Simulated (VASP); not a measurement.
Si, 1 atom in the cell. It takes space group Fm-3m (No. 225, cubic). The conventional cell has a = 3.467 Å, b = 3.467 Å, c = 3.467 Å, α = 90.00°, β = 90.00°, γ = 90.00°. Within 3.2 Å of Si (site symmetry m-3m) lie 12 Si at 2.45 Å. This isn't the form of Si at room conditions, which is diamond.

| Quantity | Value |
| --- | --- |
| Program | VASP 6.6.1 |
| Task | single point |
| Functional | PBE |
| Potentials or basis | VASP PAW PBE potentials, release 64 (Si) |
| Cutoff | 500 eV |
| k mesh | 18 × 18 × 18 |
| Occupations | fermi-dirac, width 0.1 eV |
| Spin | no spin polarisation |
| Dipole correction | no |
| Further INCAR settings | ALGO = Normal; EDIFF = 1e-06; NBANDS = 8 |

Potentials or basis: VASP PAW PBE potentials, release 64 (Si).

Command:

```sh
$ cat potpaw_PBE.64/Si/POTCAR > POTCAR
$ mpirun -np 1 vasp_std > vasp.out
```

Hardware: 1 thread of Intel Xeon 8259CL, on a shared host.

Task: How long does it take, and how much memory?

Result: Wall time 24 s on 1 thread of Intel Xeon 8259CL, with other jobs on the host, peak memory 0.12 GiB. Counts: scf iterations 10, k points 195.
